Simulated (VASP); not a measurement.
# CdTe (F-43m) in VASP: notebook

Runs on CdTe. Level: LDA. Tasks: vibrations by perturbation theory.

Program: VASP 6.6.1. These are calculated values, not measurements. Logs are shortened: lines on timing, memory, paths and dates and some standing lists are left out, and cuts for length are marked.

## Step 1: The cell of the first run

Symmetry: F-43m, No. 216, cubic system. Conventional cell: a = 5.995 Å, b = 5.995 Å, c = 5.995 Å, α = 90.00°, β = 90.00°, γ = 90.00°. Cd (site symmetry -43m) has 4 Te at 2.60 Å within 3.4 Å. Te (site symmetry -43m) has 4 Cd at 2.60 Å within 3.4 Å.

## Step 2: Vibrations by perturbation theory, LDA

Contents of INCAR:

```
PREC = Accurate
ENCUT = 520
EDIFF = 1E-8
ISMEAR = 0
SIGMA = 0.01
LREAL = False
LASPH = True
NELM = 80
ALGO = Normal
ISIF = 2
LWAVE = False
LCHARG = False
GGA = CA
NBANDS = 16
IBRION = 8
NSW = 1
```

Contents of KPOINTS:

```
regular mesh
0
Gamma
  6 6 6
```

Contents of POSCAR:

```
CdTe
1.0
    2.9975462075      2.9975462075      0.0000000000
   -2.9975462075      2.9975462075      0.0000000000
    0.0000000000      2.9975462075      2.9975462075
Cd Te
1 1
Direct
    0.0000000000      0.0000000000      0.0000000000
    0.7500000000      0.2500000000      0.5000000000
```

Potentials or basis: VASP PAW LDA potentials, release 64 (Cd, Te).

Run with:

```console
$ cat potpaw_LDA.64/Cd/POTCAR potpaw_LDA.64/Te/POTCAR > POTCAR
$ mpirun -np 1 vasp_std > vasp.out
```

OUTCAR:

```text
PREC = Accurate
   ENCUT = 520
   EDIFF = 1E-8
   ISMEAR = 0
   LREAL = False
   LASPH = True
   NELM = 80
   ISIF = 2
   GGA = CA
   IBRION = 8
   NSW = 1

 ion  position               nearest neighbor table
   1  0.000  0.000  0.000-   2 2.60   2 2.60   2 2.60   2 2.60
   2  0.750  0.250  0.500-   1 2.60   1 2.60   1 2.60   1 2.60

  LATTYP: Found a face centered cubic cell.
 ALAT       =     5.9950924150

  Lattice vectors:

 A1 = (   0.0000000000,   2.9975462075,   2.9975462075)
 A2 = (   2.9975462075,   0.0000000000,   2.9975462075)
 A3 = (   2.9975462075,   2.9975462075,   0.0000000000)

Analysis of symmetry for initial positions (statically):
=====================================================================
 Subroutine PRICEL returns:
 Original cell was already a primitive cell.

 Routine SETGRP: Setting up the symmetry group for a
 face centered cubic supercell.

 Subroutine GETGRP returns: Found 24 space group operations
 (whereof 24 operations were pure point group operations)
 out of a pool of 48 trial point group operations.

The static configuration has the point symmetry T_d .

Analysis of symmetry for dynamics (positions and initial velocities):
=====================================================================
 Subroutine PRICEL returns:
 Original cell was already a primitive cell.

 Routine SETGRP: Setting up the symmetry group for a
 face centered cubic supercell.

 Subroutine GETGRP returns: Found 24 space group operations
 (whereof 24 operations were pure point group operations)
 out of a pool of 48 trial point group operations.

The dynamic configuration has the point symmetry T_d .

 Subroutine INISYM returns: Found 24 space group operations
 (whereof 24 operations are pure point group operations),
 and found     1 'primitive' translations

----------------------------------------------------------------------------------------

                                     Primitive cell

  volume of cell :      53.8676

  direct lattice vectors                    reciprocal lattice vectors
     2.997546208  2.997546208  0.000000000     0.166803100  0.166803100 -0.166803100
    -2.997546208  2.997546208  0.000000000    -0.166803100  0.166803100 -0.166803100
     0.000000000  2.997546208  2.997546208     0.000000000  0.000000000  0.333606200

  length of vectors
     4.239170500  4.239170500  4.239170500     0.288911444  0.288911444  0.333606200

  position of ions in fractional coordinates (direct lattice)
     0.000000000  0.000000000  0.000000000
     0.750000000  0.250000000  0.500000000

  ion indices of the primitive-cell ions
   primitive index   ion index
                 1           1
                 2           2

----------------------------------------------------------------------------------------

 KPOINTS: regular mesh

Automatic generation of k-mesh.
 Grid dimensions read from file:
 generate k-points for:    6    6    6

 Generating k-lattice:

  Cartesian coordinates                     Fractional coordinates (reciprocal lattice)
     0.027800517  0.027800517 -0.027800517     0.166666667  0.000000000  0.000000000
    -0.027800517  0.027800517 -0.027800517     0.000000000  0.166666667  0.000000000
     0.000000000  0.000000000  0.055601033     0.000000000  0.000000000  0.166666667

  Length of vectors
     0.048151907  0.048151907  0.055601033

  Shift w.r.t. Gamma in fractional coordinates (k-lattice)
     0.000000000  0.000000000  0.000000000

[... 61 lines left out ...]
     AMIX_MAG =   1.60;   BMIX_MAG =  1.00
  volume/ion in A,a.u.               =      26.93       181.76
  Fermi-wavevector in a.u.,A,eV,Ry     =   1.136030  2.146785 17.559190  1.290564
  Thomas-Fermi vector in A             =   2.272735
   LORBIT       =      0    0 simple, 1 ext, 2 COOP (PROOUT), +10 PAW based schemes
   GGA     = CA    functional components
   LHFCALC =     F    Hartree Fock is set to
   AEXX    =    0.0000 exact exchange contribution
   IVDW    =     0    specifies the selected vdW correction
   LEPSILON=     F    determine dielectric tensor
   LRPA    =     F    only Hartree local field effects (RPA)
 non-spin polarized calculation
 Gauss-broadening in eV      SIGMA  =   0.01
  energy-cutoff  :      520.00
  volume of cell :       53.87
 maximum number of plane-waves:      1464
   NGX = 15   NGY = 15   NGZ = 15

--------------------------------------- Ionic step        1  -------------------------------------------

 number of electron      17.9999992 magnetization

 Free energy of the ion-electron system (eV)
  ---------------------------------------------------
  ext. energy  EPLUGINS =         0.00000000
  ---------------------------------------------------
  free energy    TOTEN  =        -5.55146849 eV

  energy without entropy =       -5.55146849  energy(sigma->0) =       -5.55146849

 E-fermi :   4.7294     XC(G=0):  -9.9895

 val. band max:        4.6812420347   @ k =   0.0000   0.0000   0.0000
 cond. band min:       5.9703390329   @ k =   0.0000   0.0000   0.0000
 fundamental gap:      1.2890969982
 Fermi energy:         4.7293878085

 k-point     1 :       0.0000    0.0000    0.0000
  band No.  band energies     occupation
      1      -8.2153      2.00000
      2      -4.7661      2.00000
      3      -4.7661      2.00000
      4      -4.7661      2.00000
      5      -4.2869      2.00000
      6      -4.2869      2.00000
[... 283 lines left out ...]
      5      -4.2723      2.00000
      6      -3.3313      2.00000
[... 8 lines left out ...]
     15      16.5555      0.00000
     16      16.7890      0.00000

------------------------ aborting loop because EDIFF is reached ----------------------------------------

  FORCE on cell =-STRESS in cart. coord.  units (eV):
  Direction    XX          YY          ZZ          XY          YZ          ZX
  --------------------------------------------------------------------------------------
  -------------------------------------------------------------------------------------
  Total        5.2425290      5.2425290      5.2425290      0.0000000      0.0000000      0.0000000
  in kB      155.9278769    155.9278769    155.9278769      0.0000000      0.0000000      0.0000000
  external PRESSURE =     155.9278769 kB  Pullay stress =       0.0000000 kB

 VOLUME and BASIS-vectors are now :
 -----------------------------------------------------------------------------
  energy-cutoff  :      520.00
  volume of cell :       53.87
      direct lattice vectors                 reciprocal lattice vectors
     2.997546208  2.997546208  0.000000000     0.166803100  0.166803100 -0.166803100
    -2.997546208  2.997546208  0.000000000    -0.166803100  0.166803100 -0.166803100
     0.000000000  2.997546208  2.997546208     0.000000000  0.000000000  0.333606200

 POSITION                                       TOTAL-FORCE (eV/Angst)
 -----------------------------------------------------------------------------------
      0.00000      0.00000      0.00000         0.000000     -0.000000     -0.000000
      1.49877      4.49632      1.49877        -0.000000      0.000000      0.000000
 -----------------------------------------------------------------------------------
    total drift:                                0.000001     -0.000000      0.000000

  FREE ENERGIE OF THE ION-ELECTRON SYSTEM (eV)
  ---------------------------------------------------
  free  energy   TOTEN  =        -5.5514684914 eV

  energy  without entropy=       -5.5514684914  energy(sigma->0) =       -5.55146849

[... ionic steps 2 to 3 ...]

--------------------------------------- Ionic step        4  -------------------------------------------

------------------------ aborting loop because EDIFF is reached ----------------------------------------

[... ionic steps 5 to 6 ...]

--------------------------------------- Ionic step        7  -------------------------------------------

 Free energy of the ion-electron system (eV)
  ---------------------------------------------------
  ---------------------------------------------------
  free energy    TOTEN  =        -0.04874301 eV

  energy without entropy =       -0.04874301

------------------------ aborting loop because EDIFF is reached ----------------------------------------

 INTERNAL STRAIN TENSOR  FOR ION    2  DIRECTION 1   (eV/Angst):
 -----------------------------------------------------------------------------
     0.02080  0.00000  0.00000
     0.00000 -0.01606 15.92912
     0.00000 15.92912 -0.01606

 INTERNAL STRAIN TENSOR FOR ION    2 for displacements in x,y,z  (eV/Angst):
          X           Y           Z          XY          YZ          ZX
  --------------------------------------------------------------------------------
  x     0.00000     0.00000     0.00000     0.00000    15.92912     0.00000
  y     0.00000    -0.00000     0.00000     0.00000     0.00000    15.92912
  z     0.00000     0.00000     0.00000    15.92912     0.00000     0.00000

 SECOND DERIVATIVES (NOT SYMMETRIZED)
 ------------------------------------
               1X          1Y          1Z          2X          2Y          2Z
  1X    -9.549034   -0.000000    0.000000    9.549034    0.000000   -0.000000
  1Y     0.000000   -9.549034   -0.000000   -0.000000    9.549034    0.000000
  1Z     0.000000   -0.000000   -9.549034   -0.000000    0.000000    9.549034
  2X     9.579485    0.000000   -0.000000   -9.579485   -0.000000    0.000000
  2Y    -0.000000    9.579485    0.000000    0.000000   -9.579485   -0.000000
  2Z    -0.000000    0.000000    9.579485    0.000000   -0.000000   -9.579485

 Eigenvectors and eigenvalues of the dynamical matrix
 ----------------------------------------------------

   1 f  =    6.253750 THz    39.293467 2PiTHz  208.602631 cm-1    25.863418 meV
             X         Y         Z           dx          dy          dz
      0.000000  0.000000  0.000000     0.728594    0.000000    0.000000
      1.498773  4.496319  1.498773    -0.684946   -0.000000    0.000000
[... 21 lines left out ...]
   6 f/i=    0.004968 THz     0.031217 2PiTHz    0.165724 cm-1     0.020547 meV
             X         Y         Z           dx          dy          dz
      0.000000  0.000000  0.000000     0.000000   -0.000000   -0.684946
      1.498773  4.496319  1.498773    -0.000000    0.000000   -0.728594

--------------------------------------------------------------------------------------------------------

 ELASTIC MODULI CONTR FROM IONIC RELAXATION (kBar)
 Direction    XX          YY          ZZ          XY          YZ          ZX
 --------------------------------------------------------------------------------
 XX          -0.0000      0.0000      0.0000      0.0000     -0.0000     -0.0000
 YY           0.0000     -0.0000      0.0000      0.0000      0.0000      0.0000
 ZZ           0.0000      0.0000     -0.0000     -0.0000      0.0000     -0.0000
 XY           0.0000      0.0000     -0.0000   -801.3518      0.0000     -0.0000
 YZ          -0.0000      0.0000      0.0000      0.0000   -801.3518     -0.0000
 ZX          -0.0000      0.0000     -0.0000     -0.0000     -0.0000   -801.3518
 --------------------------------------------------------------------------------
```

It took 34 s on 1 thread of Intel Xeon 6975P-C (Granite Rapids), shared host; peak memory 0.25 GiB.

What came out:

| Item | Value |
| --- | --- |
| Highest phonon frequency at Γ, LO-TO splitting left out | 209 cm⁻¹ |

Phonon frequencies in cm⁻¹ (negative: imaginary):
| q point | frequencies |
| --- | --- |
| (0.000, 0.000, 0.000) | 0 0 0 209 209 209 |

Caveat: the cell stands under pressure or tension, which shifts response properties; spin-orbit coupling is left out, which moves the levels of the heavy elements.

[end of part 1 of 3]
